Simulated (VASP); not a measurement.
## Ga3Sb: single point with PBE+D3(BJ)

The system is Ga3Sb.

```
Ga Sb
1.0
    -2.11473    2.11473    4.66868
     2.11473   -2.11473    4.66868
     2.11473    2.11473   -4.66868
Ga Sb
3 1
Cartesian
  0.0000 2.1147 2.3343
  2.1147 0.0000 2.3343
  0.0000 0.0000 4.6687
  0.0000 0.0000 0.0000
```

```json
{"Program": "VASP 6.6.1", "Task": "single point", "Functional": "PBE", "Dispersion": "D3(BJ)", "Potentials or basis": "VASP PAW PBE potentials, release 64 (Ga_d, Sb)", "Cutoff": "520 eV", "k mesh": "14 × 14 × 14", "Occupations": "gaussian, width 0.15 eV", "Spin": "no spin polarisation", "Dipole correction": "no", "Further INCAR settings": "ALGO = Fast; EDIFF = 1e-07; NBANDS = 30"}
```

```yaml
Pressure: -0.2 GPa
Band_gap_on_the_k_mesh: zero (bands 22 and 23 overlap by 4.63 eV)
Dispersion_energy_per_atom: -0.357 eV
```

Stress tensor (GPa, compression positive):
```
 0.00  0.00  0.00
 0.00  0.00  0.00
 0.00  0.00 -0.50
```

Levels at points of the mesh, in eV from the Fermi level:
| k point | band 20 | band 21 | band 22 | band 23 | band 24 | band 25 |
| --- | --- | --- | --- | --- | --- | --- |
| (0.00, 0.00, 0.00) | -1.88 | -1.88 | -1.72 | -0.36 | -0.36 | 0.95 |
| (0.50, 0.00, 0.00) | -0.96 | -0.39 | -0.18 | 0.43 | 1.66 | 2.77 |
| (0.50, 0.50, 0.00) | -5.01 | -4.33 | -0.58 | -0.03 | 0.23 | 1.00 |
| (0.50, 0.50, 0.50) | -3.11 | -2.30 | 2.25 | 2.73 | 2.73 | 3.98 |

Wall time 27 min on 1 thread of Oxide Virtual Turin-like Processor (shared host), peak memory 0.62 GiB.

Caveat: spin-orbit coupling is left out, which moves the levels of the heavy elements.
